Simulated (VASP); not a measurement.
Wanted: the native input for a VASP 6.6.1 run.

| Item | Value |
| --- | --- |
| Task | single point |
| Functional | PBEsol |
| Potentials or basis | VASP PAW PBE potentials, release 64 (C) |
| Cutoff | 520 eV |
| k mesh | 14 × 14 × 14 |
| Occupations | fermi-dirac, width 0.1 eV |
| Spin | no spin polarisation |
| Dipole correction | no |
| Further INCAR settings | ALGO = Normal; EDIFF = 1e-06; NBANDS = 11 |

The structure of C lies in POSCAR:

```
C
1.0
    0.0000000000      2.1270000000      3.3480000000
    1.2280000000      0.0000000000      3.3480000000
    1.2280000000      2.1270000000      0.0000000000
C
2
Direct
    0.1666666667      0.8333333333      0.1666666667
    0.8333333333      0.1666666667      0.8333333333
```

The input as run:

INCAR

```
SYSTEM = C
PREC = Accurate
ENCUT = 520
EDIFF = 1E-6
ISMEAR = -1
SIGMA = 0.1
LREAL = .False.
LASPH = .True.
NELM = 80
ALGO = Normal
ISIF = 2
LWAVE = .False.
LCHARG = .False.
GGA = PS
NBANDS = 11
```

KPOINTS

```
regular mesh
0
Gamma
  14 14 14
  0 0 0
```

Potentials or basis: VASP PAW PBE potentials, release 64 (C).

The run is started by

```bash
$ cat potpaw_PBE.64/C/POTCAR > POTCAR
$ mpirun -np 1 vasp_std > vasp.out
```

It gave:

```json
{"Pressure": "2.1 GPa", "Largest force": "0.022 eV/Å"}
```

Caveat: this functional lacks dispersion, which binds the layers, so the pressure and a relaxed spacing across them are unreliable; the PAW data sets were made with another functional, which shifts forces and pressure a little.

It took 3.7 min on 1 thread of AMD EPYC 7571, with other jobs on the host, peak memory 0.15 GiB.
